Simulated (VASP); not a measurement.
# Ca (P6_3/mmc) in VASP: notebook, part 2 of 2

VASP 6.6.1.

## Step 4: Single point, PBE

This run uses another cell than the first one: it holds 2 atoms, not 4.

Contents of INCAR:

```
  PREC = Accurate
  ENCUT = 520
  EDIFF = 1E-7
  ISMEAR = -1
  SIGMA = 0.05
  LREAL = False
  LASPH = True
  NELM = 100
  ALGO = Normal
  ISIF = 2
  LWAVE = False
  LCHARG = True
  GGA = PE
  LELF = True
  LVHAR = True
  NBANDS = 17
```

Contents of KPOINTS:

```
regular mesh
0
Gamma
  13 13 7
```

Contents of POSCAR:

```
Ca
1.0
    3.2297012572      0.0000000000      0.0000000000
   -1.6148506286      2.7970033354      0.0000000000
    0.0000000000      0.0000000000      5.4282364079
Ca
2
Direct
    0.3333333333      0.6666666667      0.2500000000
    0.6666666667      0.3333333333      0.7500000000
```

Potentials or basis: VASP PAW PBE potentials, release 64 (Ca_sv).

The run is started by

```
cat potpaw_PBE.64/Ca_sv/POTCAR > POTCAR
mpirun -np 1 vasp_std > vasp.out
```

OUTCAR:

```text
PREC = Accurate
   ENCUT = 520
   EDIFF = 1E-7
   ISMEAR = -1
   LREAL = False
   LASPH = True
   NELM = 100
   ISIF = 2
   GGA = PE

 ion  position               nearest neighbor table
   1  0.333  0.667  0.250-
   2  0.667  0.333  0.750-

  LATTYP: Found a hexagonal cell.
 ALAT       =     3.2297012572
 C/A-ratio  =     1.6807239976

  Lattice vectors:

 A1 = (   3.2297012572,   0.0000000000,   0.0000000000)
 A2 = (  -1.6148506286,   2.7970033354,   0.0000000000)
 A3 = (   0.0000000000,   0.0000000000,   5.4282364079)

Analysis of symmetry for initial positions (statically):
=====================================================================
 Subroutine PRICEL returns:
 Original cell was already a primitive cell.

 Routine SETGRP: Setting up the symmetry group for a
 hexagonal supercell.

 Subroutine GETGRP returns: Found 24 space group operations
 (whereof 12 operations were pure point group operations)
 out of a pool of 24 trial point group operations.

The static configuration has the point symmetry D_3d.
 The point group associated with its full space group is D_6h.

Analysis of symmetry for dynamics (positions and initial velocities):
=====================================================================
 Subroutine PRICEL returns:
 Original cell was already a primitive cell.

 Routine SETGRP: Setting up the symmetry group for a
 hexagonal supercell.

 Subroutine GETGRP returns: Found 24 space group operations
 (whereof 12 operations were pure point group operations)
 out of a pool of 24 trial point group operations.

The dynamic configuration has the point symmetry D_3d.
 The point group associated with its full space group is D_6h.

 Subroutine INISYM returns: Found 24 space group operations
 (whereof 12 operations are pure point group operations),
 and found     1 'primitive' translations

----------------------------------------------------------------------------------------

                                     Primitive cell

  volume of cell :      49.0359

  direct lattice vectors                    reciprocal lattice vectors
     3.229701257  0.000000000  0.000000000     0.309626161  0.178762747  0.000000000
    -1.614850629  2.797003335  0.000000000     0.000000000  0.357525494  0.000000000
     0.000000000  0.000000000  5.428236408     0.000000000  0.000000000  0.184221895

  length of vectors
     3.229701257  3.229701257  5.428236408     0.357525494  0.357525494  0.184221895

  position of ions in fractional coordinates (direct lattice)
     0.333333333  0.666666667  0.250000000
     0.666666667  0.333333333  0.750000000

  ion indices of the primitive-cell ions
   primitive index   ion index
                 1           1
                 2           2

----------------------------------------------------------------------------------------

 KPOINTS: regular mesh

Automatic generation of k-mesh.
 Grid dimensions read from file:
 generate k-points for:   13   13    7

 Generating k-lattice:

  Cartesian coordinates                     Fractional coordinates (reciprocal lattice)
     0.023817397  0.013750981  0.000000000     0.076923077  0.000000000  0.000000000
     0.000000000  0.027501961  0.000000000     0.000000000  0.076923077  0.000000000
     0.000000000  0.000000000  0.026317414     0.000000000  0.000000000  0.142857143

  Length of vectors
     0.027501961  0.027501961  0.026317414

  Shift w.r.t. Gamma in fractional coordinates (k-lattice)
     0.000000000  0.000000000  0.000000000

 Subroutine IBZKPT returns following result:
 ===========================================

 Found     84 irreducible k-points:

 Following reciprocal coordinates:
            Coordinates               Weight
  0.000000  0.000000  0.000000      1.000000
  0.076923 -0.000000  0.000000      6.000000
  0.153846 -0.000000  0.000000      6.000000
  0.230769  0.000000  0.000000      6.000000
  0.307692 -0.000000  0.000000      6.000000
  0.384615 -0.000000  0.000000      6.000000
[... 16 lines left out ...]
  0.076923 -0.000000  0.142857     12.000000
  0.153846 -0.000000  0.142857     12.000000
 [... further k-points ...]
   k-points           NKPTS =     84   k-points in BZ     NKDIM =     84   number of bands    NBANDS=     17
   number of dos      NEDOS =    301   number of ions     NIONS =      2
   total plane-waves  NPLWV =  23040
   dimension x,y,z NGX =    24 NGY =   24 NGZ =   40
   dimension x,y,z NGXF=    48 NGYF=   48 NGZF=   80
   ions per type =               2
   NGX,Y,Z   is equivalent  to a cutoff of  12.35, 12.35, 12.25 a.u.
   NGXF,Y,Z  is equivalent  to a cutoff of  24.71, 24.71, 24.50 a.u.
 SYSTEM =  unknown system
   PREC   = accura    normal or accurate (medium, high low for compatibility)
   ISTART =      0    job   : 0-new  1-cont  2-samecut
   ICHARG =      2    charge: 1-file 2-atom 10-const
   ISPIN  =      1    spin polarized calculation?
   LNONCOLLINEAR =      F non collinear calculations
   LSORBIT =      F    spin-orbit coupling
   LASPH  =      T    aspherical Exc in radial PAW
   ENCUT  =  520.0 eV  38.22 Ry    6.18 a.u.   6.01  6.01 10.09*2*pi/ulx,y,z
   NELM   =    100;   NELMIN=  2; NELMDL= -5     # of ELM steps
   EDIFF  = 0.1E-06   stopping-criterion for ELM
   LREAL  =      F    real-space projection
   EDIFFG = 0.1E-05   stopping-criterion for IOM
   NSW    =      0    number of steps for IOM
   IBRION =     -1    ionic relax: 0-MD 1-quasi-New 2-CG
   NFREE  =      0    steps in history (QN), initial steepest desc. (CG)
   ISIF   =      2    stress and relaxation
   ISYM   =      2    0-nonsym 1-usesym 2-fastsym
   POTIM  = 0.5000    time-step for ionic-motion
   TEBEG  =    0.0;   TEEND  =   0.0 temperature during run
   PSTRESS=    0.0 pullay stress
   NELECT =      20.0000    total number of electrons
   NUPDOWN=      -1.0000    fix difference up-down
   EMIN   =  10.00;   EMAX   =-10.00  energy-range for DOS
   EFERMI =   0.00;   METHOD = LEGACY
   ISMEAR =    -1;   SIGMA  =   0.05  broadening in eV -4-tet -1-fermi 0-gaus
   EFERMI_NEDOS =   21; number of points for ismear=-14 and -15
   IALGO  =     38    algorithm
   IMIX   =      4    mixing-type and parameters
     AMIX     =   0.40;   BMIX     =  1.00
     AMIX_MAG =   1.60;   BMIX_MAG =  1.00
  volume/ion in A,a.u.               =      24.52       165.46
  Fermi-wavevector in a.u.,A,eV,Ry     =   1.214079  2.294276 20.054808  1.473987
  Thomas-Fermi vector in A             =   2.349510
   LORBIT       =      0    0 simple, 1 ext, 2 COOP (PROOUT), +10 PAW based schemes
   GGA     = PE    functional components
[... 5 lines left out ...]
 non-spin polarized calculation
  energy-cutoff  :      520.00
  volume of cell :       49.04
 maximum number of plane-waves:      1350
   NGX = 13   NGY = 13   NGZ = 21

 number of electron      20.0000007 magnetization

 Free energy of the ion-electron system (eV)
  ---------------------------------------------------
  ext. energy  EPLUGINS =         0.00000000
  ---------------------------------------------------
  free energy    TOTEN  =        -2.19929945 eV

  energy without entropy =       -2.18185219  energy(sigma->0) =       -2.19057582

 E-fermi :   4.5651     XC(G=0):  -9.6285

 val. band max:        4.5613368082   @ k =   0.3846   0.2308   0.0000
 cond. band min:       4.5682315403   @ k =   0.3077   0.3077   0.0000
 fundamental gap:      0.0068947321
 Fermi energy:         4.5651431414

 k-point     1 :       0.0000    0.0000    0.0000
  band No.  band energies     occupation
      1     -36.3349      2.00000
      2     -36.2061      2.00000
      3     -17.7589      2.00000
      4     -17.0525      2.00000
      5     -17.0525      2.00000
      6     -16.9644      2.00000
[... 9 lines left out ...]
     16       8.1209      0.00000
     17       8.9714      0.00000

 k-point     2 :       0.0769   -0.0000    0.0000
  band No.  band energies     occupation
      1     -36.3273      2.00000
      2     -36.2018      2.00000
      3     -17.7421      2.00000
      4     -17.0942      2.00000
      5     -17.0647      2.00000
      6     -17.0075      2.00000
[... 9 lines left out ...]
     16       8.2446      0.00000
     17       8.7531      0.00000
[... 421 lines left out ...]
 k-point    24 :       0.1538   -0.0000    0.1429
  band No.  band energies     occupation
      1     -36.3002      2.00000
      2     -36.1958      2.00000
      3     -17.6643      2.00000
      4     -17.2021      2.00000
      5     -17.1431      2.00000
      6     -17.0919      2.00000
[... 9 lines left out ...]
     16       8.4392      0.00000
     17       8.7031      0.00000

 [... further k-points ...]

------------------------ aborting loop because EDIFF is reached ----------------------------------------

  FORCE on cell =-STRESS in cart. coord.  units (eV):
  Direction    XX          YY          ZZ          XY          YZ          ZX
  --------------------------------------------------------------------------------------
  -------------------------------------------------------------------------------------
  Total        6.4412121      6.4412121      6.4364374      0.0000000      0.0000000      0.0000000
  in kB      210.4573458    210.4573458    210.3013399      0.0000000      0.0000000      0.0000000
  external PRESSURE =     210.4053438 kB  Pullay stress =       0.0000000 kB

 VOLUME and BASIS-vectors are now :
 -----------------------------------------------------------------------------
  energy-cutoff  :      520.00
  volume of cell :       49.04
      direct lattice vectors                 reciprocal lattice vectors
     3.229701257  0.000000000  0.000000000     0.309626161  0.178762747  0.000000000
    -1.614850629  2.797003335  0.000000000     0.000000000  0.357525494  0.000000000
     0.000000000  0.000000000  5.428236408     0.000000000  0.000000000  0.184221895

 POSITION                                       TOTAL-FORCE (eV/Angst)
 -----------------------------------------------------------------------------------
     -0.00000      1.86467      1.35706        -0.000000     -0.000000      0.000000
      1.61485      0.93233      4.07118         0.000000      0.000000      0.000000
 -----------------------------------------------------------------------------------
    total drift:                               -0.000000      0.000000      0.000000

  FREE ENERGIE OF THE ION-ELECTRON SYSTEM (eV)
  ---------------------------------------------------
  free  energy   TOTEN  =        -2.1992994488 eV

  energy  without entropy=       -2.1818521850  energy(sigma->0) =       -2.19057582
```

OSZICAR:

```text
N       E                     dE             d eps       ncg     rms          rms(c)
DAV:   1     0.183527260235E+03    0.18353E+03   -0.10592E+04  2856   0.116E+03
DAV:   2     0.731471496589E+01   -0.17621E+03   -0.17355E+03  3180   0.339E+02
DAV:   3    -0.210573259112E+01   -0.94204E+01   -0.93795E+01  5450   0.607E+01
DAV:   4    -0.228102814200E+01   -0.17530E+00   -0.17481E+00  3287   0.896E+00
DAV:   5    -0.228645363154E+01   -0.54255E-02   -0.54230E-02  4723   0.101E+00    0.240E+00
DAV:   6    -0.222447362809E+01    0.61980E-01   -0.28535E-02  3650   0.146E+00    0.137E+00
DAV:   7    -0.219923454542E+01    0.25239E-01   -0.41024E-02  3764   0.164E+00    0.139E-01
DAV:   8    -0.219923901745E+01   -0.44720E-05   -0.19170E-03  4081   0.360E-01    0.490E-02
DAV:   9    -0.219929735710E+01   -0.58340E-04   -0.21740E-04  4343   0.981E-02    0.152E-02
DAV:  10    -0.219930028456E+01   -0.29275E-05   -0.37526E-06  3483   0.192E-02    0.144E-03
DAV:  11    -0.219929943380E+01    0.85076E-06   -0.22182E-07  3183   0.441E-03    0.113E-03
DAV:  12    -0.219929944884E+01   -0.15038E-07   -0.41146E-08  2054   0.157E-03
   1 F= -.21992994E+01 E0= -.21905758E+01  d E =-.174473E-01
```

It took 28 s on 1 thread of Intel Xeon Platinum 8488C (Sapphire Rapids), shared host; peak memory 0.19 GiB.

Results:

* Free energy: -2.1993 eV
* Pressure: 21.0 GPa
* Band gap on the k mesh: zero (band 10 reaches 4.65 eV, above the bottom of band 11 at 4.25 eV)

## Step 5: Single point, PBE

Contents of INCAR:

```
  PREC = Accurate
  ENCUT = 520
  EDIFF = 1E-6
  ISMEAR = -1
  SIGMA = 0.05
  LREAL = F
  LASPH = T
  NELM = 60
  ALGO = Normal
  ISIF = 2
  LWAVE = F
  LCHARG = F
  GGA = PE
  NBANDS = 28
```

Contents of KPOINTS:

```
Automatic mesh
0
Gamma
  8 8 5
```

Contents of POSCAR:

```
Ca
1.0
    3.2605325515      0.0000000000      0.0000000000
   -1.6302662758      2.8237040195      0.0000000000
    0.0000000000      0.0000000000     10.7396643493
Ca
4
Direct
    0.0000000000      0.0000000000      0.0000000000
    0.0000000000      0.0000000000      0.5000000000
    0.3333333333      0.6666666667      0.2500000000
    0.6666666667      0.3333333333      0.7500000000
```

The run is started by

```
cat potpaw_PBE.64/Ca_sv/POTCAR > POTCAR
mpirun -np 1 vasp_std > vasp.out
```

Run time: 37 s. Hardware: 1 thread of Intel Xeon Platinum 8488C (Sapphire Rapids), shared host; peak memory 0.22 GiB.

The run converged. Its results:

```yaml
Free_energy: -4.5089 eV
Pressure: 21.0 GPa
Band_gap_on_the_k_mesh: zero (band 20 reaches 4.52 eV, above the bottom of band 21 at 4.51 eV)
```

Levels at points of the mesh, in eV from the Fermi level:
| k point | band 16 | band 17 | band 18 | band 19 | band 20 | band 21 | band 22 | band 23 | band 24 | band 25 |
| --- | --- | --- | --- | --- | --- | --- | --- | --- | --- | --- |
| (0.00, 0.00, 0.00) | -21.60 | -4.74 | -3.19 | -3.19 | -1.29 | 0.86 | 1.66 | 1.68 | 2.80 | 2.80 |
| (0.50, 0.00, 0.00) | -21.71 | -1.27 | -1.24 | -0.77 | -0.63 | 0.20 | 0.21 | 0.30 | 1.00 | 1.69 |

## Step 6: Summary

```csv
cell,k mesh,gap on the mesh (eV),pressure (GPa)
"a = 3.258, b = 3.258, c = 10.751 Å, angles 90.0, 90.0, 120.0°, 4 atoms",11 × 11 × 3,none,21.0
"a = 3.230, b = 3.230, c = 5.428 Å, angles 90.0, 90.0, 120.0°, 2 atoms",13 × 13 × 7,none,21.0
"a = 3.261, b = 3.261, c = 10.740 Å, angles 90.0, 90.0, 120.0°, 4 atoms",8 × 8 × 5,none,21.0
```

Alike in all rows: task single point; level PBE; potentials or basis VASP PAW PBE potentials, release 64 (Ca_sv); no spin polarisation; cutoff (eV) 520; smearing fermi-dirac 0.05 eV.

Absolute energies hang on the potentials; compare differences alone.
